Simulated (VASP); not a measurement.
# Al (P6_3/mmc) in VASP: notebook

The runs below take Al through single point, with PBE+D3(BJ).

Everything below comes from runs of VASP 6.6.1. Logs are shortened: lines on timing, memory, paths and dates and some standing lists are left out, and cuts for length are marked.

## (1) The cell of the first run

The structure is hexagonal, space group P6_3/mmc (No. 194). Conventional cell: a = 2.814 Å, b = 2.814 Å, c = 9.057 Å, α = 90.00°, β = 90.00°, γ = 120.00°. Al (site symmetry -3m) has 12 Al at 2.79 to 2.81 Å within 3.7 Å. Al (site symmetry -6m2) has 12 Al at 2.79 to 2.81 Å within 3.7 Å.

This isn't the form of Al at room conditions, which is fcc.

## (2) Single point, PBE+D3(BJ) (15.53 Å³/atom)

The input, INCAR:

```
SYSTEM = Al
PREC = Accurate ; ENCUT = 520
EDIFF = 1E-7 ; ISMEAR = 0
SIGMA = 0.15 ; LREAL = .False.
LASPH = .True. ; NELM = 60
ALGO = Normal ; ISIF = 2
LWAVE = .False. ; LCHARG = .False.
GGA = PE ; IVDW = 12
NBANDS = 14
```

The input, KPOINTS:

```
Automatic mesh
0
Gamma
  18 18 6
  0 0 0
```

The input, POSCAR:

```
Al
1.0
    2.8142807368      0.0000000000      0.0000000000
   -1.4071403684      2.4372386114      0.0000000000
    0.0000000000      0.0000000000      9.0571996952
Al
4
Direct
    0.0000000000      0.0000000000      0.0000000000
    0.3333333333      0.6666666667      0.2500000000
    0.0000000000      0.0000000000      0.5000000000
    0.6666666667      0.3333333333      0.7500000000
```

Potentials or basis: VASP PAW PBE potentials, release 64 (Al).

Command:

```
> cat potpaw_PBE.64/Al/POTCAR > POTCAR
> mpirun -np 1 vasp_std > vasp.out
```

OUTCAR:

```text
SYSTEM = Al
   PREC = Accurate
   ENCUT = 520
   EDIFF = 1E-7
   ISMEAR = 0
   LREAL = .False.
   LASPH = .True.
   NELM = 60
   ISIF = 2
   GGA = PE
   IVDW = 12
 IVDW          = 12

 ion  position               nearest neighbor table
   1  0.000  0.000  0.000-   2 2.79   4 2.79   2 2.79   4 2.79   4 2.79   2 2.79
   2  0.333  0.667  0.250-   1 2.79   3 2.79   1 2.79   3 2.79   1 2.79   3 2.79
   3  0.000  0.000  0.500-   2 2.79   4 2.79   2 2.79   4 2.79   4 2.79   2 2.79
   4  0.667  0.333  0.750-   1 2.79   3 2.79   1 2.79   3 2.79   1 2.79   3 2.79

  LATTYP: Found a hexagonal cell.
 ALAT       =     2.8142807368
 C/A-ratio  =     3.2183000000

  Lattice vectors:

 A1 = (   2.8142807368,   0.0000000000,   0.0000000000)
 A2 = (  -1.4071403684,   2.4372386114,   0.0000000000)
 A3 = (   0.0000000000,   0.0000000000,   9.0571996952)

Analysis of symmetry for initial positions (statically):
=====================================================================
 Subroutine PRICEL returns:
 Original cell was already a primitive cell.

 Routine SETGRP: Setting up the symmetry group for a
 hexagonal supercell.

 Subroutine GETGRP returns: Found 24 space group operations
 (whereof 12 operations were pure point group operations)
 out of a pool of 24 trial point group operations.

The static configuration has the point symmetry D_3d.
 The point group associated with its full space group is D_6h.

Analysis of symmetry for dynamics (positions and initial velocities):
=====================================================================
 Subroutine PRICEL returns:
 Original cell was already a primitive cell.

 Routine SETGRP: Setting up the symmetry group for a
 hexagonal supercell.

 Subroutine GETGRP returns: Found 24 space group operations
 (whereof 12 operations were pure point group operations)
 out of a pool of 24 trial point group operations.

The dynamic configuration has the point symmetry D_3d.
 The point group associated with its full space group is D_6h.

 Subroutine INISYM returns: Found 24 space group operations
 (whereof 12 operations are pure point group operations),
 and found     1 'primitive' translations

----------------------------------------------------------------------------------------

                                     Primitive cell

  volume of cell :      62.1240

  direct lattice vectors                    reciprocal lattice vectors
     2.814280737  0.000000000  0.000000000     0.355330578  0.205150205  0.000000000
    -1.407140368  2.437238611  0.000000000     0.000000000  0.410300409  0.000000000
     0.000000000  0.000000000  9.057199695     0.000000000  0.000000000  0.110409402

  length of vectors
     2.814280737  2.814280737  9.057199695     0.410300409  0.410300409  0.110409402

  position of ions in fractional coordinates (direct lattice)
     0.000000000  0.000000000  0.000000000
     0.333333333  0.666666667  0.250000000
     0.000000000  0.000000000  0.500000000
     0.666666667  0.333333333  0.750000000

  ion indices of the primitive-cell ions
   primitive index   ion index
                 1           1
                 2           2
                 3           3
                 4           4

----------------------------------------------------------------------------------------

 KPOINTS: Automatic mesh

Automatic generation of k-mesh.
 Grid dimensions read from file:
 generate k-points for:   18   18    6

 Generating k-lattice:

  Cartesian coordinates                     Fractional coordinates (reciprocal lattice)
     0.019740588  0.011397234  0.000000000     0.055555556  0.000000000  0.000000000
     0.000000000  0.022794467  0.000000000     0.000000000  0.055555556  0.000000000
     0.000000000  0.000000000  0.018401567     0.000000000  0.000000000  0.166666667

  Length of vectors
     0.022794467  0.022794467  0.018401567

  Shift w.r.t. Gamma in fractional coordinates (k-lattice)
     0.000000000  0.000000000  0.000000000

 Subroutine IBZKPT returns following result:
 ===========================================

 Found    148 irreducible k-points:

 Following reciprocal coordinates:
            Coordinates               Weight
  0.000000  0.000000  0.000000      1.000000
  0.055556 -0.000000  0.000000      6.000000
  0.111111 -0.000000  0.000000      6.000000
  0.166667 -0.000000  0.000000      6.000000
  0.222222 -0.000000  0.000000      6.000000
  0.277778 -0.000000  0.000000      6.000000
[... 16 lines left out ...]
  0.333333  0.111111  0.000000     12.000000
  0.388889  0.111111  0.000000     12.000000
 [... further k-points ...]
   k-points           NKPTS =    148   k-points in BZ     NKDIM =    148   number of bands    NBANDS=     14
   number of dos      NEDOS =    301   number of ions     NIONS =      4
   total plane-waves  NPLWV =  40320
   dimension x,y,z NGX =    24 NGY =   24 NGZ =   70
   dimension x,y,z NGXF=    48 NGYF=   48 NGZF=  140
   ions per type =               4
   NGX,Y,Z   is equivalent  to a cutoff of  14.18, 14.18, 12.85 a.u.
   NGXF,Y,Z  is equivalent  to a cutoff of  28.35, 28.35, 25.70 a.u.
 SYSTEM =  Al
   PREC   = accura    normal or accurate (medium, high low for compatibility)
   ISTART =      0    job   : 0-new  1-cont  2-samecut
   ICHARG =      2    charge: 1-file 2-atom 10-const
   ISPIN  =      1    spin polarized calculation?
   LNONCOLLINEAR =      F non collinear calculations
   LSORBIT =      F    spin-orbit coupling
   LASPH  =      T    aspherical Exc in radial PAW
   ENCUT  =  520.0 eV  38.22 Ry    6.18 a.u.   5.23  5.23 16.84*2*pi/ulx,y,z
   NELM   =     60;   NELMIN=  2; NELMDL= -5     # of ELM steps
   EDIFF  = 0.1E-06   stopping-criterion for ELM
   LREAL  =      F    real-space projection
   EDIFFG = 0.1E-05   stopping-criterion for IOM
   NSW    =      0    number of steps for IOM
   IBRION =     -1    ionic relax: 0-MD 1-quasi-New 2-CG
   NFREE  =      0    steps in history (QN), initial steepest desc. (CG)
   ISIF   =      2    stress and relaxation
   ISYM   =      2    0-nonsym 1-usesym 2-fastsym
   POTIM  = 0.5000    time-step for ionic-motion
   TEBEG  =    0.0;   TEEND  =   0.0 temperature during run
   PSTRESS=    0.0 pullay stress
   NELECT =      12.0000    total number of electrons
   NUPDOWN=      -1.0000    fix difference up-down
   EMIN   =  10.00;   EMAX   =-10.00  energy-range for DOS
   EFERMI =   0.00;   METHOD = LEGACY
   ISMEAR =     0;   SIGMA  =   0.15  broadening in eV -4-tet -1-fermi 0-gaus
   EFERMI_NEDOS =   21; number of points for ismear=-14 and -15
   IALGO  =     38    algorithm
   IMIX   =      4    mixing-type and parameters
     AMIX     =   0.40;   BMIX     =  1.00
     AMIX_MAG =   1.60;   BMIX_MAG =  1.00
  volume/ion in A,a.u.               =      15.53       104.81
  Fermi-wavevector in a.u.,A,eV,Ry     =   0.946343  1.788330 12.184914  0.895566
  Thomas-Fermi vector in A             =   2.074332
   LORBIT       =      0    0 simple, 1 ext, 2 COOP (PROOUT), +10 PAW based schemes
   GGA     = PE    functional components
   LHFCALC =     F    Hartree Fock is set to
   AEXX    =    0.0000 exact exchange contribution
   IVDW    =    12    specifies the selected vdW correction
   LEPSILON=     F    determine dielectric tensor
   LRPA    =     F    only Hartree local field effects (RPA)
 non-spin polarized calculation
 Gauss-broadening in eV      SIGMA  =   0.15
  energy-cutoff  :      520.00
  volume of cell :       62.12
 maximum number of plane-waves:      1690
 NGX is ok and might be reduce to    24
   NGX = 11   NGY = 11   NGZ = 33

 number of electron      12.0000000 magnetization

 Free energy of the ion-electron system (eV)
  ---------------------------------------------------
  ext. energy  EPLUGINS =         0.00000000
  ---------------------------------------------------
  free energy    TOTEN  =       -14.86960291 eV

  energy without entropy =      -14.85387140  energy(sigma->0) =      -14.86173716

 E-fermi :   8.6396     XC(G=0): -10.4183

 val. band max:        8.6390589045   @ k =   0.3333   0.1111   0.0000
 cond. band min:       8.6430004234   @ k =   0.2222   0.2222   0.1667
 fundamental gap:      0.0039415188
 Fermi energy:         8.6396194716

 k-point     1 :       0.0000    0.0000    0.0000
  band No.  band energies     occupation
      1      -2.9147      2.00000
      2      -1.1246      2.00000
      3      -1.1203      2.00000
      4       3.8946      2.00000
      5       4.3678      2.00000
      6      12.4900      0.00000
      7      12.5062      0.00000
      8      19.5522      0.00000
      9      19.5522      0.00000
     10      19.7008      0.00000
     11      19.7008      0.00000
     12      20.6702      0.00000
     13      20.6711      0.00000
     14      20.8351      0.00000

 k-point     2 :       0.0556   -0.0000    0.0000
  band No.  band energies     occupation
      1      -2.8378      2.00000
      2      -1.0488      2.00000
      3      -1.0445      2.00000
      4       3.9653      2.00000
      5       4.4424      2.00000
      6      12.5479      0.00000
      7      12.5680      0.00000
      8      17.8977      0.00000
      9      18.5134      0.00000
     10      19.3008      0.00000
     11      19.3794      0.00000
     12      19.8615      0.00000
     13      19.9631      0.00000
     14      19.9970      0.00000

 k-point     3 :       0.1111   -0.0000    0.0000
  band No.  band energies     occupation
      1      -2.6075      2.00000
      2      -0.8215      2.00000
      3      -0.8173      2.00000
      4       4.1776      2.00000
      5       4.6651      2.00000
      6      12.7053      0.00000
      7      12.7464      0.00000
      8      15.8340      0.00000
      9      17.2491      0.00000
     10      17.3460      0.00000
     11      17.5338      0.00000
     12      19.0397      0.00000
     13      19.0439      0.00000
     14      19.0890      0.00000

 k-point     4 :       0.1667   -0.0000    0.0000
  band No.  band energies     occupation
      1      -2.2245      2.00000
      2      -0.4436      2.00000
      3      -0.4396      2.00000
      4       4.5313      2.00000
      5       5.0325      2.00000
      6      12.7678      0.00000
      7      12.9948      0.00000
      8      13.9947      0.00000
      9      15.1900      0.00000
     10      15.3614      0.00000
     11      16.6855      0.00000
     12      18.1204      0.00000
     13      18.2051      0.00000
     14      18.2083      0.00000

 k-point     5 :       0.2222   -0.0000    0.0000
  band No.  band energies     occupation
      1      -1.6901      2.00000
      2       0.0837      2.00000
      3       0.0872      2.00000
      4       5.0261      2.00000
      5       5.5366      2.00000
      6      11.4675      0.00000
      7      12.7637      0.00000
      8      13.1702      0.00000
      9      13.7662      0.00000
     10      14.0586      0.00000
     11      15.9690      0.00000
[... 276 lines left out ...]
 k-point    22 :       0.2778    0.1111    0.0000
  band No.  band energies     occupation
      1       0.0504      2.00000
      2       1.7999      2.00000
      3       1.8011      2.00000
      4       6.6387      2.00000
      5       6.9207      2.00000
      6       8.2990      1.99868
      7       9.6863      0.00000
      8       9.7744      0.00000
      9      11.8279      0.00000
     10      13.3167      0.00000
     11      13.6093      0.00000
     12      14.3995      0.00000
     13      14.8913      0.00000
     14      15.7766      0.00000

 k-point    23 :       0.3333    0.1111    0.0000
  band No.  band energies     occupation
      1       1.0239      2.00000
      2       2.7554      2.00000
      3       2.7572      2.00000
      4       6.1884      2.00000
      5       7.4328      2.00000
      6       7.8000      2.00000
      7       8.1980      1.99997
      8       8.6391      1.00422
      9      11.4280      0.00000
     10      12.6005      0.00000
     11      13.1121      0.00000
     12      13.2852      0.00000
     13      13.9363      0.00000
     14      16.3387      0.00000

 k-point    24 :       0.3889    0.1111    0.0000
  band No.  band energies     occupation
      1       2.1372      2.00000
      2       3.8299      2.00000
      3       3.8413      2.00000
      4       4.7569      2.00000
      5       6.5074      2.00000
      6       6.5338      2.00000
      7       8.6947      0.60377
      8       9.3261      0.00000
      9      11.0059      0.00000
     10      11.2324      0.00000
     11      12.4141      0.00000
     12      13.0096      0.00000
     13      13.3394      0.00000
     14      17.1436      0.00000

 [... further k-points ...]

------------------------ aborting loop because EDIFF is reached ----------------------------------------

 Edisp (eV)   -1.43264

 E8    (eV) :    -0.6412

  FORCE on cell =-STRESS in cart. coord.  units (eV):
  Direction    XX          YY          ZZ          XY          YZ          ZX
  --------------------------------------------------------------------------------------
  -------------------------------------------------------------------------------------
  Total       0.41193     0.41193     1.26233     0.00000     0.00000     0.00000
  in kB      10.62355    10.62355    32.55536     0.00000     0.00000     0.00000
  external pressure =       17.93 kB  Pullay stress =        0.00 kB

 VOLUME and BASIS-vectors are now :
 -----------------------------------------------------------------------------
  energy-cutoff  :      520.00
  volume of cell :       62.12
      direct lattice vectors                 reciprocal lattice vectors
     2.814280737  0.000000000  0.000000000     0.355330578  0.205150205  0.000000000
    -1.407140368  2.437238611  0.000000000     0.000000000  0.410300409  0.000000000
     0.000000000  0.000000000  9.057199695     0.000000000  0.000000000  0.110409402

 POSITION                                       TOTAL-FORCE (eV/Angst)
 -----------------------------------------------------------------------------------
      0.00000      0.00000      0.00000         0.000000      0.000000     -0.000000
     -0.00000      1.62483      2.26430         0.000000      0.000000      0.000000
      0.00000      0.00000      4.52860         0.000000      0.000000     -0.000000
      1.40714      0.81241      6.79290        -0.000000     -0.000000     -0.000000
 -----------------------------------------------------------------------------------
    total drift:                               -0.000000      0.000000      0.000000

  FREE ENERGIE OF THE ION-ELECTRON SYSTEM (eV)
  ---------------------------------------------------
  free  energy   TOTEN  =       -16.3022398601 eV

  energy  without entropy=      -16.2865083502  energy(sigma->0) =      -16.29437411
```

It took 45 s on 1 thread of Intel Xeon 6975P-C (Granite Rapids), shared host; peak memory 0.25 GiB.

What came out:

```yaml
Free_energy: -16.3022 eV
Pressure: 1.8 GPa
Band_gap_on_the_k_mesh: zero (bands 6 and 7 overlap by 5.83 eV)
Dispersion_energy_per_atom: -0.358 eV
```

Stress tensor (GPa, compression positive):
```
1.06 0.00 0.00
0.00 1.06 0.00
0.00 0.00 3.26
```

## (3) Single point, PBE+D3(BJ) (15.53 Å³/atom)

The input, INCAR:

```
  PREC = Accurate
  ENCUT = 520
  EDIFF = 1E-7
  ISMEAR = 0
  SIGMA = 0.15
  LREAL = False
  LASPH = True
  NELM = 80
  ALGO = Normal
  ISIF = 2
  LWAVE = False
  LCHARG = False
  GGA = PE
  IVDW = 12
  NBANDS = 14
```

The input, KPOINTS:

```
Automatic mesh
0
Gamma
  18 18 6
```

The input, POSCAR:

```
Al
1.0
    2.7769345601      0.0000000000      0.0000000000
   -1.3884672801      2.4048958737      0.0000000000
    0.0000000000      0.0000000000      9.3024530830
Al
4
Direct
    0.0000000000      0.0000000000      0.0000000000
    0.3333333333      0.6666666667      0.2500000000
    0.0000000000      0.0000000000      0.5000000000
    0.6666666667      0.3333333333      0.7500000000
```

Potentials or basis: VASP PAW PBE potentials, release 64 (Al).

Command:

```
> cat potpaw_PBE.64/Al/POTCAR > POTCAR
> mpirun -np 1 vasp_std > vasp.out
```

Wall time 36 s (1 thread of Intel Xeon 6975P-C (Granite Rapids), shared host); peak memory 0.25 GiB.

Results (log left out):

* Free energy: -16.3009 eV
* Pressure: 1.9 GPa
* Band gap on the k mesh: zero (bands 6 and 7 overlap by 5.23 eV)
* Dispersion energy per atom: -0.358 eV

Stress tensor (GPa, compression positive):
```
2.75 0.00 0.00
0.00 2.75 0.00
0.00 0.00 0.13
```

Levels at points of the mesh, in eV from the Fermi level:
| k point | band 3 | band 4 | band 5 | band 6 | band 7 | band 8 | band 9 | band 10 |
| --- | --- | --- | --- | --- | --- | --- | --- | --- |
| (0.00, 0.00, 0.00) | -9.85 | -4.97 | -4.77 | 3.09 | 3.10 | 11.56 | 11.56 | 11.64 |
| (0.50, 0.00, 0.00) | -4.03 | -4.01 | -3.31 | -3.28 | 0.80 | 1.21 | 1.22 | 1.60 |
| (0.00, 0.00, 0.50) | -7.76 | -7.76 | -1.23 | -1.23 | 8.00 | 8.00 | 11.88 | 11.88 |
| (0.50, 0.00, 0.50) | -4.87 | -4.87 | -1.92 | -1.92 | -1.24 | -1.24 | 4.53 | 4.53 |

## (4) Single point, PBE+D3(BJ) (15.53 Å³/atom)

The input, INCAR:

```
SYSTEM = Al
ALGO = Fast ; EDIFF = 1E-6
ENCUT = 520 ; GGA = PE
ISIF = 2 ; ISMEAR = 0
IVDW = 12 ; LASPH = .TRUE.
LCHARG = .FALSE. ; LREAL = .FALSE.
LWAVE = .FALSE. ; NBANDS = 14
NELM = 80 ; PREC = Accurate
SIGMA = 0.15
```

The input, KPOINTS:

```
k-points
0
G
  18 18 6
  0 0 0
```

The input, POSCAR:

```
Al
1.0
    2.8521199078      0.0000000000      0.0000000000
   -1.4260599539      2.4700082948      0.0000000000
    0.0000000000      0.0000000000      8.8184695430
Al
4
Direct
    0.0000000000      0.0000000000      0.0000000000
    0.3333333333      0.6666666667      0.2500000000
    0.0000000000      0.0000000000      0.5000000000
    0.6666666667      0.3333333333      0.7500000000
```

Command:

```
> cat potpaw_PBE.64/Al/POTCAR > POTCAR
> mpirun -np 1 vasp_std > vasp.out
```

Run time: 49 s. Hardware: 1 thread of Intel Xeon 6975P-C (Granite Rapids), shared host; peak memory 0.25 GiB.

Results (log left out):

| Quantity | Value |
| --- | --- |
| Free energy | -16.2620 eV |
| Pressure | 2.2 GPa |
| Band gap on the k mesh | zero (bands 6 and 7 overlap by 6.55 eV) |
| Dispersion energy per atom | -0.358 eV |

Stress tensor (GPa, compression positive):
```
0.42 0.00 0.00
0.00 0.42 0.00
0.00 0.00 5.63
```

Levels at points of the mesh, in eV from the Fermi level:
| k point | band 2 | band 3 | band 4 | band 5 | band 6 | band 7 | band 8 | band 9 | band 10 | band 11 |
| --- | --- | --- | --- | --- | --- | --- | --- | --- | --- | --- |
| (0.00, 0.00, 0.00) | -9.68 | -9.68 | -4.51 | -3.77 | 4.63 | 4.66 | 10.25 | 10.25 | 10.47 | 10.47 |
| (0.50, 0.00, 0.00) | -5.59 | -4.20 | -4.10 | -3.54 | -3.43 | 0.88 | 1.33 | 1.93 | 2.17 | 5.19 |
| (0.00, 0.00, 0.50) | -11.10 | -7.36 | -7.36 | -0.11 | -0.11 | 9.90 | 9.90 | 10.61 | 10.61 | 10.61 |
| (0.50, 0.00, 0.50) | -5.26 | -5.14 | -5.14 | -1.89 | -1.89 | -1.18 | -1.18 | 5.07 | 5.07 | 5.39 |

## (5) The runs side by side

```csv
cell,gap on the mesh (eV),pressure (GPa)
"a = 2.814, b = 2.814, c = 9.057 Å, angles 90.0, 90.0, 120.0°, 4 atoms",none,1.8
"a = 2.777, b = 2.777, c = 9.302 Å, angles 90.0, 90.0, 120.0°, 4 atoms",none,1.9
"a = 2.852, b = 2.852, c = 8.818 Å, angles 90.0, 90.0, 120.0°, 4 atoms",none,2.2
```

Alike in all rows: task single point; level PBE+D3(BJ); potentials or basis VASP PAW PBE potentials, release 64 (Al); no spin polarisation; k mesh 18 × 18 × 6; cutoff (eV) 520; smearing gaussian 0.15 eV.

Total energies depend on the potentials used, so only differences within one code and one set of settings carry meaning.
